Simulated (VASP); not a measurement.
# P (P4/mmm) in VASP: a series of runs, part 2 of 2

VASP 6.6.1. The steps go on from the part before.

## 4. Relaxation of cell and atoms, PBE

INCAR reads:

```
SYSTEM = P
  PREC = Accurate
  ENCUT = 600
  EDIFF = 1E-6
  ISMEAR = 0
  SIGMA = 0.1
  LREAL = .FALSE.
  LASPH = .TRUE.
  NELM = 60
  ALGO = Normal
  ISIF = 3
  LWAVE = .FALSE.
  LCHARG = .FALSE.
  GGA = PE
  IBRION = 2
  NSW = 90
  EDIFFG = -0.04
```

KPOINTS reads:

```
Automatic mesh
0
G
  4 4 8
  0 0 0
```

POSCAR reads:

```
P
1.0
    4.4039669200      0.0000000000      0.0000000000
    0.0000000000      4.4039669200      0.0000000000
    0.0000000000      0.0000000000      2.0573553900
P
3
Direct
    0.0000000000      0.0000000000      0.0000000000
    0.0000000000      0.5000000000      0.0000000000
    0.5000000000      0.0000000000      0.0000000000
```

Potentials or basis: VASP PAW PBE potentials, release 64 (P).

On the command line:

```
$ cat potpaw_PBE.64/P/POTCAR > POTCAR
$ mpirun -np 1 vasp_std > vasp.out
```

OUTCAR:

```text
SYSTEM = P
   PREC = Accurate
   ENCUT = 600
   EDIFF = 1E-6
   ISMEAR = 0
   LREAL = .FALSE.
   LASPH = .TRUE.
   NELM = 60
   ISIF = 3
   GGA = PE
   IBRION = 2
   NSW = 90
   EDIFFG = -0.04

 ion  position               nearest neighbor table
   1  0.000  0.000  0.000-   2 2.20   3 2.20   2 2.20   3 2.20
   2  0.000  0.500  0.000-   1 2.20   1 2.20
   3  0.500  0.000  0.000-   1 2.20   1 2.20

  LATTYP: Found a simple tetragonal cell.
 ALAT       =     4.4039669200
 C/A-ratio  =     0.4671595921

  Lattice vectors:

 A1 = (   4.4039669200,   0.0000000000,   0.0000000000)
 A2 = (   0.0000000000,   4.4039669200,   0.0000000000)
 A3 = (   0.0000000000,   0.0000000000,   2.0573553900)

Analysis of symmetry for initial positions (statically):
=====================================================================
 Subroutine PRICEL returns:
 Original cell was already a primitive cell.

 Routine SETGRP: Setting up the symmetry group for a
 simple tetragonal supercell.

 Subroutine GETGRP returns: Found 16 space group operations
 (whereof 16 operations were pure point group operations)
 out of a pool of 16 trial point group operations.

The static configuration has the point symmetry D_4h.

Analysis of symmetry for dynamics (positions and initial velocities):
=====================================================================
 Subroutine PRICEL returns:
 Original cell was already a primitive cell.

 Routine SETGRP: Setting up the symmetry group for a
 simple tetragonal supercell.

 Subroutine GETGRP returns: Found 16 space group operations
 (whereof 16 operations were pure point group operations)
 out of a pool of 16 trial point group operations.

The dynamic configuration has the point symmetry D_4h.

 Subroutine INISYM returns: Found 16 space group operations
 (whereof 16 operations are pure point group operations),
 and found     1 'primitive' translations

----------------------------------------------------------------------------------------

                                     Primitive cell

  volume of cell :      39.9023

  direct lattice vectors                    reciprocal lattice vectors
     4.403966920  0.000000000  0.000000000     0.227068009  0.000000000  0.000000000
     0.000000000  4.403966920  0.000000000     0.000000000  0.227068009  0.000000000
     0.000000000  0.000000000  2.057355390     0.000000000  0.000000000  0.486060894

  length of vectors
     4.403966920  4.403966920  2.057355390     0.227068009  0.227068009  0.486060894

  position of ions in fractional coordinates (direct lattice)
     0.000000000  0.000000000  0.000000000
     0.000000000  0.500000000  0.000000000
     0.500000000  0.000000000  0.000000000

  ion indices of the primitive-cell ions
   primitive index   ion index
                 1           1
                 2           2
                 3           3

----------------------------------------------------------------------------------------

 KPOINTS: Automatic mesh

Automatic generation of k-mesh.
 Grid dimensions read from file:
 generate k-points for:    4    4    8

 Generating k-lattice:

  Cartesian coordinates                     Fractional coordinates (reciprocal lattice)
     0.056767002  0.000000000  0.000000000     0.250000000  0.000000000  0.000000000
     0.000000000  0.056767002  0.000000000     0.000000000  0.250000000  0.000000000
     0.000000000  0.000000000  0.060757612     0.000000000  0.000000000  0.125000000

  Length of vectors
     0.056767002  0.056767002  0.060757612

  Shift w.r.t. Gamma in fractional coordinates (k-lattice)
     0.000000000  0.000000000  0.000000000

 Subroutine IBZKPT returns following result:
 ===========================================

 Found     30 irreducible k-points:

 Following reciprocal coordinates:
            Coordinates               Weight
  0.000000  0.000000  0.000000      1.000000
  0.250000  0.000000  0.000000      4.000000
  0.500000  0.000000  0.000000      2.000000
  0.250000  0.250000  0.000000      4.000000
  0.500000  0.250000  0.000000      4.000000
  0.500000  0.500000  0.000000      1.000000
[... 16 lines left out ...]
  0.500000  0.250000  0.375000      8.000000
  0.500000  0.500000  0.375000      2.000000
 [... further k-points ...]
   k-points           NKPTS =     30   k-points in BZ     NKDIM =     30   number of bands    NBANDS=     11
   number of dos      NEDOS =    301   number of ions     NIONS =      3
   total plane-waves  NPLWV =  20736
   dimension x,y,z NGX =    36 NGY =   36 NGZ =   16
   dimension x,y,z NGXF=    72 NGYF=   72 NGZF=   32
   ions per type =               3
   NGX,Y,Z   is equivalent  to a cutoff of  13.59, 13.59, 12.93 a.u.
   NGXF,Y,Z  is equivalent  to a cutoff of  27.18, 27.18, 25.86 a.u.
 SYSTEM =  P
   PREC   = accura    normal or accurate (medium, high low for compatibility)
   ISTART =      0    job   : 0-new  1-cont  2-samecut
   ICHARG =      2    charge: 1-file 2-atom 10-const
   ISPIN  =      1    spin polarized calculation?
   LNONCOLLINEAR =      F non collinear calculations
   LSORBIT =      F    spin-orbit coupling
   LASPH  =      T    aspherical Exc in radial PAW
   ENCUT  =  600.0 eV  44.10 Ry    6.64 a.u.   8.80  8.80  4.11*2*pi/ulx,y,z
   NELM   =     60;   NELMIN=  2; NELMDL= -5     # of ELM steps
   EDIFF  = 0.1E-05   stopping-criterion for ELM
   LREAL  =      F    real-space projection
   EDIFFG = -.4E-01   stopping-criterion for IOM
   NSW    =     90    number of steps for IOM
   IBRION =      2    ionic relax: 0-MD 1-quasi-New 2-CG
   NFREE  =      1    steps in history (QN), initial steepest desc. (CG)
   ISIF   =      3    stress and relaxation
   ISYM   =      2    0-nonsym 1-usesym 2-fastsym
   POTIM  = 0.5000    time-step for ionic-motion
   TEBEG  =    0.0;   TEEND  =   0.0 temperature during run
   PSTRESS=    0.0 pullay stress
   NELECT =      15.0000    total number of electrons
   NUPDOWN=      -1.0000    fix difference up-down
   EMIN   =  10.00;   EMAX   =-10.00  energy-range for DOS
   EFERMI =   0.00;   METHOD = LEGACY
   ISMEAR =     0;   SIGMA  =   0.10  broadening in eV -4-tet -1-fermi 0-gaus
   EFERMI_NEDOS =   21; number of points for ismear=-14 and -15
   IALGO  =     38    algorithm
   IMIX   =      4    mixing-type and parameters
     AMIX     =   0.40;   BMIX     =  1.00
     AMIX_MAG =   1.60;   BMIX_MAG =  1.00
  volume/ion in A,a.u.               =      13.30        89.76
  Fermi-wavevector in a.u.,A,eV,Ry     =   1.181516  2.232741 18.993448  1.395979
  Thomas-Fermi vector in A             =   2.317788
   LORBIT       =      0    0 simple, 1 ext, 2 COOP (PROOUT), +10 PAW based schemes
   GGA     = PE    functional components
   LHFCALC =     F    Hartree Fock is set to
   AEXX    =    0.0000 exact exchange contribution
   IVDW    =     0    specifies the selected vdW correction
   LEPSILON=     F    determine dielectric tensor
   LRPA    =     F    only Hartree local field effects (RPA)
 conjugate gradient relaxation of ions
 non-spin polarized calculation
 Gauss-broadening in eV      SIGMA  =   0.10
  energy-cutoff  :      600.00
  volume of cell :       39.90
 maximum number of plane-waves:      1360
 NGX is ok and might be reduce to    36
   NGX = 17   NGY = 17   NGZ =  9

--------------------------------------- Ionic step        1  -------------------------------------------

 number of electron      15.0000004 magnetization

 Free energy of the ion-electron system (eV)
  ---------------------------------------------------
  ext. energy  EPLUGINS =         0.00000000
  ---------------------------------------------------
  free energy    TOTEN  =       -13.35301408 eV

  energy without entropy =      -13.34621433  energy(sigma->0) =      -13.34961421

 E-fermi :  10.5577     XC(G=0): -11.3621

 val. band max:       10.5492954275   @ k =   0.5000   0.5000   0.1250
 cond. band min:      10.5791037794   @ k =   0.0000   0.0000   0.5000
 fundamental gap:      0.0298083519
 Fermi energy:        10.5576775987

 k-point     1 :       0.0000    0.0000    0.0000
  band No.  band energies     occupation
      1      -8.2712      2.00000
      2      -3.0501      2.00000
      3       0.3222      2.00000
      4       0.3988      2.00000
      5       0.3988      2.00000
      6       7.8177      2.00000
      7       7.8177      2.00000
      8      11.7132      0.00000
      9      13.3183      0.00000
     10      18.5850      0.00000
     11      18.8281      0.00000
[... 886 lines left out ...]
  energy  without entropy=      -14.9049205012  energy(sigma->0) =      -14.90794892

--------------------------------------- Ionic step        7  -------------------------------------------

 number of electron      14.9999996 magnetization

 Free energy of the ion-electron system (eV)
  ---------------------------------------------------
  ext. energy  EPLUGINS =         0.00000000
  ---------------------------------------------------
  free energy    TOTEN  =       -14.91625823 eV

  energy without entropy =      -14.90955485  energy(sigma->0) =      -14.91290654

 E-fermi :   6.8078     XC(G=0): -10.1359

 val. band max:        6.7703299156   @ k =   0.5000   0.5000   0.1250
 cond. band min:       6.8259069145   @ k =   0.5000   0.0000   0.3750
 fundamental gap:      0.0555769989
 Fermi energy:         6.8077509015

 k-point     1 :       0.0000    0.0000    0.0000
  band No.  band energies     occupation
      1      -9.1303      2.00000
      2      -5.3506      2.00000
      3      -2.7628      2.00000
      4      -0.9936      2.00000
      5      -0.9936      2.00000
      6       4.8369      2.00000
      7       4.8369      2.00000
      8       9.5039      0.00000
      9      10.3951      0.00000
     10      13.3120      0.00000
     11      15.3857      0.00000
[... 352 lines left out ...]
  FREE ENERGIE OF THE ION-ELECTRON SYSTEM (eV)
  ---------------------------------------------------
  free  energy   TOTEN  =       -14.9162582264 eV

  energy  without entropy=      -14.9095548451  energy(sigma->0) =      -14.91290654

 reached required accuracy - stopping structural energy minimisation
```

OSZICAR:

```text
N       E                     dE             d eps       ncg     rms          rms(c)
DAV:   1     0.584715304314E+02    0.58472E+02   -0.73254E+03   660   0.130E+03
DAV:   2    -0.103726384037E+02   -0.68844E+02   -0.63963E+02   887   0.195E+02
DAV:   3    -0.135816630264E+02   -0.32090E+01   -0.31466E+01   850   0.418E+01
[... 60 lines left out ...]
DAV:   2    -0.149206483490E+02    0.91382E-02   -0.26048E-02   723   0.129E+00    0.291E-01
DAV:   3    -0.149162278138E+02    0.44205E-02   -0.86547E-03   725   0.631E-01    0.571E-02
DAV:   4    -0.149162527035E+02   -0.24890E-04   -0.66901E-04   747   0.192E-01    0.477E-02
DAV:   5    -0.149162575550E+02   -0.48515E-05   -0.16401E-05   741   0.347E-02    0.153E-02
DAV:   6    -0.149162582264E+02   -0.67142E-06   -0.35907E-06   647   0.150E-02
   7 F= -.14916258E+02 E0= -.14912907E+02  d E =-.618550E-01
```

CONTCAR:

```text
P
   1.00000000000000
     4.8212492007810042    0.0000000000000000    0.0000000000000000
     0.0000000000000000    4.8212492007810042    0.0000000000000000
     0.0000000000000000   -0.0000000000000000    2.2790462862401726
  P
     3
Direct
     0.0000000000000000    0.0000000000000000    0.0000000000000000
     0.0000000000000000    0.5000000000000000    0.0000000000000000
     0.5000000000000000    0.0000000000000000    0.0000000000000000

  0.00000000E+00  0.00000000E+00  0.00000000E+00
  0.00000000E+00  0.00000000E+00  0.00000000E+00
  0.00000000E+00  0.00000000E+00  0.00000000E+00
```

It took 67 s on 1 thread of Intel Xeon Platinum 8488C (Sapphire Rapids), shared host; peak memory 0.15 GiB.

What came out:

- Free energy: -14.9163 eV
- Relaxed volume: 17.66 Å³/atom
- Relaxed cell: a = 4.821 Å, b = 4.821 Å, c = 2.279 Å, α = 90.00°, β = 90.00°, γ = 90.00°
- Space group after relaxing (to 0.05 Å): P4/mmm (No. 123)
- Energy gained by relaxing: 521.1 meV/atom
- Ionic steps: 7
- Pressure after relaxing: 0.0 GPa

The path:
```tsv
step	energy change (eV)	largest force (eV/Å)	pressure (GPa)	volume (Å³)
1	0.0000	0.0000	49.52	39.90
2	-0.5563	0.0000	-12.46	68.25
3	-1.4973	0.0000	0.13	52.19
4	-1.4998	0.0000	0.61	51.79
5	-1.5014	0.0000	1.62	51.03
6	-1.5580	0.0000	0.18	52.45
7	-1.5632	0.0000	0.04	52.98
```

Final structure:
```yaml
crystal:
  lattice:
    - [4.82125, 0.00000, 0.00000]
    - [0.00000, 4.82125, 0.00000]
    - [0.00000, 0.00000, 2.27905]
  atoms:
    - { symbol: P, position: [0.00000, 0.00000, 0.00000] }
    - { symbol: P, position: [0.00000, 0.50000, 0.00000] }
    - { symbol: P, position: [0.50000, 0.00000, 0.00000] }
```

Levels at points of the mesh, in eV from the Fermi level:
```csv
k point,band 5,band 6,band 7,band 8,band 9,band 10
"(0.00, 0.00, 0.00)",-7.80,-1.97,-1.97,2.70,3.59,6.50
"(0.50, 0.00, 0.00)",-3.49,-3.30,-1.67,-1.18,6.31,6.89
"(0.50, 0.50, 0.00)",-2.58,-1.80,-1.80,-0.64,-0.40,6.61
"(0.00, 0.00, 0.50)",-3.71,-3.43,-3.43,-2.48,2.12,2.12
"(0.50, 0.00, 0.50)",-4.36,-4.13,-3.24,1.34,1.59,2.46
"(0.50, 0.50, 0.50)",-6.14,-6.14,-0.37,1.40,3.29,3.29
```

Caveat: the k points lie up to 0.34 Å⁻¹ apart in the final cell; the volume moved by over 15 % at a fixed basis, so the end points are rough.

## 5. Single point, PBE

This run uses another cell than the first one, of 17.82 Å³/atom, 1.340 times its volume.

INCAR reads:

```
SYSTEM = P
PREC     = Accurate       ! precision mode
ENCUT    = 520            ! plane-wave cutoff, eV
EDIFF    = 1E-6           ! SCF threshold, eV
ISMEAR   = 0              ! smearing method
SIGMA    = 0.1            ! smearing width, eV
LREAL    = .False.        ! projectors in reciprocal space
LASPH    = .True.         ! aspherical terms in the spheres
NELM     = 100            ! most SCF steps
ALGO     = Normal         ! electronic algorithm
ISIF     = 2              ! what is computed and relaxed
LWAVE    = .False.        ! write WAVECAR
LCHARG   = .False.        ! write CHGCAR
GGA      = PE             ! functional
NBANDS   = 14             ! bands
```

KPOINTS reads:

```
Automatic mesh
0
Gamma
  10 10 20
  0 0 0
```

POSCAR reads:

```
P
1.0
    4.7936984896      0.0000000000      0.0000000000
    0.0000000000      4.7936984896      0.0000000000
    0.0000000000      0.0000000000      2.3266800587
P
3
Direct
    0.0000000000      0.0000000000      0.0000000000
    0.0000000000      0.5000000000      0.0000000000
    0.5000000000      0.0000000000      0.0000000000
```

Potentials or basis: VASP PAW PBE potentials, release 64 (P).

On the command line:

```
$ cat potpaw_PBE.64/P/POTCAR > POTCAR
$ mpirun -np 1 vasp_std > vasp.out
```

OUTCAR:

```text
SYSTEM = P
   PREC = Accurate
   ENCUT = 520
   EDIFF = 1E-6
   ISMEAR = 0
   LREAL = .False.
   LASPH = .True.
   NELM = 100
   ISIF = 2
   GGA = PE

 ion  position               nearest neighbor table
   1  0.000  0.000  0.000-   2 2.40   3 2.40   2 2.40   3 2.40
   2  0.000  0.500  0.000-   1 2.40   1 2.40
   3  0.500  0.000  0.000-   1 2.40   1 2.40

  LATTYP: Found a simple tetragonal cell.
 ALAT       =     4.7936984896
 C/A-ratio  =     0.4853622028
[... 602 lines left out ...]

  FORCE on cell =-STRESS in cart. coord.  units (eV):
  Direction    XX          YY          ZZ          XY          YZ          ZX
  --------------------------------------------------------------------------------------
  -------------------------------------------------------------------------------------
  Total       -0.0646621     -0.0646621     -0.0939703      0.0000000      0.0000000      0.0000000
  in kB       -1.9376821     -1.9376821     -2.8159381      0.0000000      0.0000000      0.0000000
  external PRESSURE =      -2.2304341 kB  Pullay stress =       0.0000000 kB

 VOLUME and BASIS-vectors are now :
 -----------------------------------------------------------------------------
  energy-cutoff  :      520.00
  volume of cell :       53.47
      direct lattice vectors                 reciprocal lattice vectors
     4.793698490  0.000000000  0.000000000     0.208607196  0.000000000  0.000000000
     0.000000000  4.793698490  0.000000000     0.000000000  0.208607196  0.000000000
     0.000000000  0.000000000  2.326680059     0.000000000  0.000000000  0.429796953

 POSITION                                       TOTAL-FORCE (eV/Angst)
 -----------------------------------------------------------------------------------
      0.00000      0.00000      0.00000         0.000000      0.000000      0.000000
      0.00000      2.39685      0.00000         0.000000      0.000000      0.000000
      2.39685      0.00000      0.00000         0.000000      0.000000      0.000000
 -----------------------------------------------------------------------------------
    total drift:                               -0.000000     -0.000000     -0.000000

  FREE ENERGIE OF THE ION-ELECTRON SYSTEM (eV)
  ---------------------------------------------------
  free  energy   TOTEN  =       -14.8571625673 eV

  energy  without entropy=      -14.8506288368  energy(sigma->0) =      -14.85389570
```

stdout:

```text
POSCAR found type information on POSCAR P
 POSCAR found :  1 types and       3 ions
 scaLAPACK will be used
 LDA part: xc-table for (Slater+PW92), standard interpolation
 POSCAR, INCAR and KPOINTS ok, starting setup
 FFT: planning ... GRIDC
 FFT: planning ... GRID_SOFT
 FFT: planning ... GRID
 WAVECAR not read
 entering main loop
```

Run time: 83 s. Hardware: 1 thread of Intel Xeon Platinum 8259CL at 2.50GHz (Skylake/Cascade Lake), shared host; peak memory 0.25 GiB.

What came out:

```yaml
Free_energy: -14.8572 eV
Pressure: -0.2 GPa
```

Levels at points of the mesh, in eV from the Fermi level:
```tsv
k point	band 4	band 5	band 6	band 7	band 8	band 9	band 10	band 11	band 12	band 13
(0.00, 0.00, 0.00)	-7.85	-7.85	-1.76	-1.76	2.72	3.79	6.73	6.73	7.49	8.00
(0.50, 0.00, 0.00)	-7.60	-3.31	-3.15	-1.54	-1.13	6.55	7.03	7.33	7.93	8.16
(0.50, 0.50, 0.00)	-5.21	-2.47	-1.74	-1.74	-0.48	-0.12	6.78	6.78	8.63	8.96
(0.00, 0.00, 0.50)	-5.20	-3.83	-3.83	-3.57	-2.80	2.01	2.01	2.30	2.30	7.10
(0.50, 0.00, 0.50)	-6.00	-4.43	-4.20	-3.64	1.15	1.42	2.36	3.13	3.25	5.30
(0.50, 0.50, 0.50)	-6.87	-5.95	-5.95	-0.60	1.16	2.98	2.98	3.70	3.84	5.21
```

## 6. The runs side by side

| task | cell | k mesh | cutoff (eV) | gap on the mesh (eV) | pressure (GPa) |
| --- | --- | --- | --- | --- | --- |
| single point | a = 4.404, b = 4.404, c = 2.057 Å, 3 atoms | 4 × 4 × 8 | 520 | none | 49.5 |
| single point | a = 4.828, b = 4.828, c = 2.281 Å, 3 atoms | 4 × 4 × 8 | 520 | none | -0.2 |
| relaxation of cell and atoms | relaxed from a = 4.404, b = 4.404, c = 2.057 Å, 3 atoms | 4 × 4 × 8 | 600 | none | 0.0 |
| single point | a = 4.794, b = 4.794, c = 2.327 Å, 3 atoms | 10 × 10 × 20 | 520 | none | -0.2 |

Alike in all rows: level PBE; potentials or basis VASP PAW PBE potentials, release 64 (P); no spin polarisation; smearing gaussian 0.1 eV.

Caveats: some runs use coarse meshes; the volume moved by over 15 % at a fixed basis, so the end points are rough (some runs).

Absolute energies hang on the potentials; compare differences alone.
